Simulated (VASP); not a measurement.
A run of VASP 6.6.1:

INCAR

```
  PREC = Accurate
  ENCUT = 520
  EDIFF = 1E-8
  ISMEAR = -1
  SIGMA = 0.01
  LREAL = F
  LASPH = T
  NELM = 60
  ALGO = Normal
  ISIF = 2
  LWAVE = F
  LCHARG = F
  GGA = PS
  LEFG = T
  NBANDS = 24
```

The input KPOINTS:

```
regular mesh
0
Gamma
  9 9 5
```

Contents of POSCAR:

```
TaN
1.0
    3.0500010905      0.0000000000      0.0000000000
   -1.5250005453      2.6413784260      0.0000000000
    0.0000000000      0.0000000000      4.9400000000
Ta N
2 2
Direct
    0.3333333333      0.6666666667      0.0000000000
    0.6666666667      0.3333333333      0.5000000000
    0.3333333333      0.6666666667      0.3850000000
    0.6666666667      0.3333333333      0.8850000000
```

Potentials or basis: VASP PAW PBE potentials, release 64 (Ta_pv, N).

Command:

```console
$ cat potpaw_PBE.64/Ta_pv/POTCAR potpaw_PBE.64/N/POTCAR > POTCAR
$ mpirun -np 1 vasp_std > vasp.out
```

Hardware: 1 thread of Intel(R) Xeon(R) Platinum 8488C (Sapphire Rapids), with other jobs on the host.

Q: How long does it take, and how much memory?

A: Run time: 18 s on 1 thread of Intel(R) Xeon(R) Platinum 8488C (Sapphire Rapids) (shared host), peak memory 0.17 GiB. Counts: scf iterations 14, k points 36.
